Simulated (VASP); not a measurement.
# Ir3O (P-6m2) in VASP: notebook, part 2 of 2

VASP 6.6.1.

**5. Relaxation of cell and atoms, PBE, collinear spin**

The input, INCAR:

```
SYSTEM = Ir3O
PREC     = Accurate       ! precision mode
ENCUT    = 600            ! plane-wave cutoff, eV
EDIFF    = 1E-6           ! SCF threshold, eV
ISMEAR   = 0              ! smearing method
SIGMA    = 0.1            ! smearing width, eV
LREAL    = .FALSE.        ! projectors in reciprocal space
LASPH    = .TRUE.         ! aspherical terms in the spheres
NELM     = 150            ! most SCF steps
ALGO     = Normal         ! electronic algorithm
ISIF     = 3              ! what is computed and relaxed
LWAVE    = .FALSE.        ! write WAVECAR
LCHARG   = .FALSE.        ! write CHGCAR
ISPIN    = 2              ! spin polarisation
MAGMOM   = 1 1 1 0        ! initial moments
LORBIT   = 11             ! projections on sites
LMAXMIX  = 4              ! l up to which the mixer works
GGA      = PE             ! functional
IBRION   = 2              ! ionic algorithm
NSW      = 90             ! ionic steps
EDIFFG   = -0.04          ! ionic threshold
```

The input, KPOINTS:

```
Automatic mesh
0
G
  6 6 4
  0 0 0
```

The input, POSCAR:

```
Ir3O
1.0
    2.6782734400      0.0000000000      0.0000000000
   -1.3391367200      2.3194528400      0.0000000000
    0.0000000000      0.0000000000      6.7386237700
Ir O
3 1
Direct
    0.3333333300      0.6666666700      0.5000000000
    0.0000000000      0.0000000000      0.8033263700
    0.0000000000      0.0000000000      0.1966736300
    0.3333333300      0.6666666700      0.0000000000
```

Potentials or basis: VASP PAW PBE potentials, release 64 (Ir, O).

Run with:

```sh
cat potpaw_PBE.64/Ir/POTCAR potpaw_PBE.64/O/POTCAR > POTCAR
mpirun -np 1 vasp_std > vasp.out
```

OUTCAR:

```text
SYSTEM = Ir3O
   PREC = Accurate
   ENCUT = 600
   EDIFF = 1E-6
   ISMEAR = 0
   LREAL = .FALSE.
   LASPH = .TRUE.
   NELM = 150
   ISIF = 3
   ISPIN = 2
   LORBIT = 11
   GGA = PE
   IBRION = 2
   NSW = 90
   EDIFFG = -0.04

 ion  position               nearest neighbor table
   1  0.333  0.667  0.500-   2 2.56   3 2.56   2 2.56   3 2.56   2 2.56   3 2.56
   2  0.000  0.000  0.803-   4 2.04   4 2.04   4 2.04   1 2.56   1 2.56   1 2.56   3 2.65
   3  0.000  0.000  0.197-   4 2.04   4 2.04   4 2.04   1 2.56   1 2.56   1 2.56   2 2.65
   4  0.333  0.667  0.000-   2 2.04   3 2.04   2 2.04   3 2.04   2 2.04   3 2.04

  LATTYP: Found a hexagonal cell.
 ALAT       =     2.6782734400
 C/A-ratio  =     2.5160327804

  Lattice vectors:

 A1 = (   2.6782734400,   0.0000000000,   0.0000000000)
 A2 = (  -1.3391367200,   2.3194528400,   0.0000000000)
 A3 = (   0.0000000000,   0.0000000000,   6.7386237700)

Analysis of symmetry for initial positions (statically):
=====================================================================
 Subroutine PRICEL returns:
 Original cell was already a primitive cell.

 Routine SETGRP: Setting up the symmetry group for a
 hexagonal supercell.

 Subroutine GETGRP returns: Found 12 space group operations
 (whereof 12 operations were pure point group operations)
[... 185 lines left out ...]

 val. band max:       13.1914230124   @ k =   0.1667   0.0000   0.5000
 cond. band min:      13.2201835421   @ k =   0.3333   0.1667   0.2500
 fundamental gap:      0.0287605297
 Fermi energy:        13.1979593989
[... 2224 lines left out ...]
  FREE ENERGIE OF THE ION-ELECTRON SYSTEM (eV)
  ---------------------------------------------------
  free  energy   TOTEN  =       -29.4850706655 eV

  energy  without entropy=      -29.4506400130  energy(sigma->0) =      -29.46785534

[... ionic steps 4 to 8 ...]

--------------------------------------- Ionic step        9  -------------------------------------------

 number of electron      32.9999997 magnetization      -0.0000000

 number of electron      32.9999997 magnetization       0.0000000
[... 75 lines left out ...]
--------------------------------------- Ionic step       11  -------------------------------------------

 number of electron      32.9999997 magnetization       0.0000003

 Free energy of the ion-electron system (eV)
  ---------------------------------------------------
  ext. energy  EPLUGINS =         0.00000000
  ---------------------------------------------------
  free energy    TOTEN  =       -30.23256314 eV

  energy without entropy =      -30.20870009  energy(sigma->0) =      -30.22063161

 E-fermi :   8.9989     XC(G=0): -13.4667

 val. band max:        8.9734747242   @ k =   0.1667   0.1667   0.2500
 cond. band min:       9.0709111786   @ k =   0.3333   0.0000   0.5000
 fundamental gap:      0.0974364545
 Fermi energy:         8.9989371391
[... 1084 lines left out ...]
  FREE ENERGIE OF THE ION-ELECTRON SYSTEM (eV)
  ---------------------------------------------------
  free  energy   TOTEN  =       -30.2325631378 eV

  energy  without entropy=      -30.2087000912  energy(sigma->0) =      -30.22063161

 reached required accuracy - stopping structural energy minimisation

 total charge

# of ion       s       p       d       tot
------------------------------------------
    1        0.658   0.723   6.938   8.319
    2        0.600   0.595   6.931   8.126
    3        0.600   0.595   6.931   8.126
    4        1.620   3.213   0.000   4.834
--------------------------------------------------
tot          3.478   5.127  20.801  29.406

 magnetization (x)

# of ion       s       p       d       tot
------------------------------------------
    1       -0.000  -0.000   0.000   0.000
    2        0.000   0.000   0.000   0.000
    3        0.000   0.000   0.000   0.000
    4       -0.000  -0.000   0.000  -0.000
--------------------------------------------------
tot         -0.000  -0.000   0.000  -0.000
```

CONTCAR:

```text
Ir3O
   1.00000000000000
     2.7689126080353677   -0.0000000000000000    0.0000000000000000
    -1.3844563040176838    2.3979486623256991    0.0000000000000000
    -0.0000000000000000    0.0000000000000000    7.7940294857450576
  Ir              O
     3     1
Direct
     0.3333333300000021    0.6666666699999979    0.5000000000000000
     0.0000000000000000    0.0000000000000000    0.7771045921965171
     0.0000000000000000    0.0000000000000000    0.2228954078034831
     0.3333333300000021    0.6666666699999979    0.0000000000000000

  0.00000000E+00  0.00000000E+00  0.00000000E+00
  0.00000000E+00  0.00000000E+00  0.00000000E+00
  0.00000000E+00  0.00000000E+00  0.00000000E+00
  0.00000000E+00  0.00000000E+00  0.00000000E+00
```

Wall time 7.8 min (1 thread of Intel Xeon Platinum 8259CL at 2.50GHz (Skylake/Cascade Lake), shared host); peak memory 0.23 GiB.

Results:

- Free energy: -30.2326 eV
- Relaxed volume: 12.94 Å³/atom
- Relaxed cell: a = 2.769 Å, b = 2.769 Å, c = 7.794 Å, α = 90.00°, β = 90.00°, γ = 120.00°
- Space group after relaxing (to 0.1 Å): P-6m2 (No. 187)
- Pressure after relaxing: -0.1 GPa
- Largest force after relaxing: 0.026 eV/Å
- Net moment: 0.00 μB per cell
- Valence electrons inside the program's atomic spheres: Ir 8.32, 8.13 (each value once); O 4.83

Forces in eV/Å, atoms in the order of the input:
```
Ir   0.000  0.000  0.000
Ir   0.000  0.000 -0.026
Ir   0.000  0.000  0.026
O    0.000  0.000  0.000
```

Stress tensor (GPa, compression positive):
```
-0.35  0.00  0.00
 0.00 -0.35  0.00
 0.00  0.00  0.28
```

Final structure:
```yaml
crystal:
  lattice:
    - [2.76891, 0.00000, 0.00000]
    - [-1.38446, 2.39795, 0.00000]
    - [0.00000, 0.00000, 7.79403]
  atoms:
    - { symbol: Ir, position: [0.33333, 0.66667, 0.50000] }
    - { symbol: Ir, position: [0.00000, 0.00000, 0.77710] }
    - { symbol: Ir, position: [0.00000, 0.00000, 0.22290] }
    - { symbol: O, position: [0.33333, 0.66667, 0.00000] }
```

Caveat: the k points lie up to 0.44 Å⁻¹ apart in the final cell; the volume moved by over 15 % at a fixed basis, so the end points are rough; spin-orbit coupling is left out, which moves the levels of the heavy elements.

**6. Relaxation of cell and atoms, PBE**

This run uses another cell than the first one, of 12.91 Å³/atom.

The input, INCAR:

```
PREC = Accurate ; ENCUT = 600
EDIFF = 1E-7 ; ISMEAR = 0
SIGMA = 0.1 ; LREAL = F
LASPH = T ; NELM = 60
ALGO = Normal ; ISIF = 3
LWAVE = F ; LCHARG = F
GGA = PE ; IBRION = 2
NSW = 100 ; EDIFFG = -0.01
```

The input, KPOINTS:

```
regular mesh
0
Gamma
  18 18 6
```

The input, POSCAR:

```
Ir3O
1.0
    2.7646288557      0.0000000000      0.0000000000
   -1.3823144278      2.3942388211      0.0000000000
    0.0000000000      0.0000000000      7.7995445683
Ir O
3 1
Direct
    0.3333333333      0.6666666667      0.5000000000
    0.0000000000      0.0000000000      0.7767215864
    0.0000000000      0.0000000000      0.2232784136
    0.3333333333      0.6666666667      0.0000000000
```

Potentials or basis: VASP PAW PBE potentials, release 64 (Ir, O).

Run with:

```sh
cat potpaw_PBE.64/Ir/POTCAR potpaw_PBE.64/O/POTCAR > POTCAR
mpirun -np 1 vasp_std > vasp.out
```

Run time: 11 min. Hardware: 1 thread of Intel Xeon Platinum 8259CL at 2.50GHz (Skylake/Cascade Lake), shared host; peak memory 0.32 GiB.

Results (log left out):

```
Free energy                           : -30.1985 eV
Relaxed volume                        : 12.92 Å³/atom
Relaxed cell                          : a = 2.754 Å, b = 2.754 Å, c = 7.868 Å, α = 90.00°, β = 90.00°, γ = 120.00°
Space group after relaxing (to 0.1 Å) : P-6m2 (No. 187)
Energy gained by relaxing             : 1.7 meV/atom
Ionic steps                           : 7
Pressure after relaxing               : 0.0 GPa
Largest force after relaxing          : 0.005 eV/Å
Band gap on the k mesh                : zero (an odd number of electrons rules out a gap without spin polarisation)
```

Forces on the atoms (eV/Å):
```
Ir   0.000  0.000  0.000
Ir   0.000  0.000  0.005
Ir   0.000  0.000 -0.005
O    0.000  0.000  0.000
```

The path:
```tsv
step	energy change (eV)	largest force (eV/Å)	pressure (GPa)	volume (Å³)
1	0.0000	0.1438	0.91	51.63
2	-0.0019	0.0181	-2.85	52.17
3	-0.0050	0.0491	-1.23	51.93
4	-0.0046	0.0108	1.45	51.44
5	-0.0066	0.0313	0.01	51.70
6	-0.0066	0.0315	-0.01	51.70
7	-0.0066	0.0052	0.00	51.69
```

Final structure:
```yaml
crystal:
  lattice:
    - [2.75433, 0.00000, 0.00000]
    - [-1.37716, 2.38532, 0.00000]
    - [0.00000, 0.00000, 7.86840]
  atoms:
    - { symbol: Ir, position: [0.33333, 0.66667, 0.50000] }
    - { symbol: Ir, position: [0.00000, 0.00000, 0.77765] }
    - { symbol: Ir, position: [0.00000, 0.00000, 0.22235] }
    - { symbol: O, position: [0.33333, 0.66667, 0.00000] }
```

Levels at points of the mesh, in eV from the Fermi level:
| k point | band 13 | band 14 | band 15 | band 16 | band 17 | band 18 | band 19 | band 20 |
| --- | --- | --- | --- | --- | --- | --- | --- | --- |
| (0.00, 0.00, 0.00) | -2.91 | -2.07 | -2.07 | -1.77 | -1.77 | 0.12 | 0.12 | 0.14 |
| (0.50, 0.00, 0.00) | -0.32 | 0.09 | 0.35 | 0.69 | 0.73 | 0.94 | 1.00 | 2.29 |
| (0.00, 0.00, 0.50) | -3.21 | -2.79 | -2.79 | -0.75 | -0.75 | -0.51 | -0.51 | 0.25 |
| (0.50, 0.00, 0.50) | -1.78 | 0.18 | 0.24 | 0.61 | 0.93 | 0.98 | 1.09 | 2.81 |

Caveat: spin-orbit coupling is left out, which moves the levels of the heavy elements; an odd number of electrons without spin polarisation forces a metal; a magnetic or distorted state may lie lower.

**7. Overview**

| task | spin | cell | k mesh | cutoff (eV) | gap on the mesh (eV) | pressure (GPa) | moment (μB) | relaxed volume (Å³/atom) | largest force (eV/Å) |
| --- | --- | --- | --- | --- | --- | --- | --- | --- | --- |
| single point | collinear | a = 2.678, b = 2.678, c = 6.739 Å, angles 90.0, 90.0, 120.0°, 4 atoms, atomic positions A | 6 × 6 × 4 | 520 | none | 119.3 | 0.00 | - | 5.99 |
| single point | collinear | a = 2.765, b = 2.765, c = 7.800 Å, angles 90.0, 90.0, 120.0°, 4 atoms, atomic positions B | 6 × 6 × 4 | 520 | none | 0.7 | 0.00 | - | 0.05 |
| single point | off | a = 2.752, b = 2.752, c = 7.869 Å, angles 90.0, 90.0, 120.0°, 4 atoms, atomic positions B | 18 × 18 × 6 | 520 | none | 0.5 | - | - | 0.04 |
| relaxation of cell and atoms | collinear | relaxed from a = 2.678, b = 2.678, c = 6.739 Å, angles 90.0, 90.0, 120.0°, 4 atoms, atomic positions A | 6 × 6 × 4 | 600 | none | -0.1 | 0.00 | 12.94 | 0.03 |
| relaxation of cell and atoms | off | relaxed from a = 2.765, b = 2.765, c = 7.800 Å, angles 90.0, 90.0, 120.0°, 4 atoms, atomic positions B | 18 × 18 × 6 | 600 | none | 0.0 | - | 12.92 | 0.01 |

Alike in all rows: level PBE; potentials or basis VASP PAW PBE potentials, release 64 (Ir, O); smearing gaussian 0.1 eV.

Caveats: some runs use coarse meshes; spin-orbit coupling is left out, which moves the levels of the heavy elements; an odd number of electrons without spin polarisation forces a metal (at least some runs); a magnetic or distorted state may lie lower (at least some runs); forces of over 1 eV/Å act on the atoms, so gaps and moduli don't describe the material at rest (at least some runs); the volume moved by over 15 % at a fixed basis, so the end points are rough (at least some runs).

Total energies depend on the potentials used, so only differences within one code and one set of settings carry meaning.
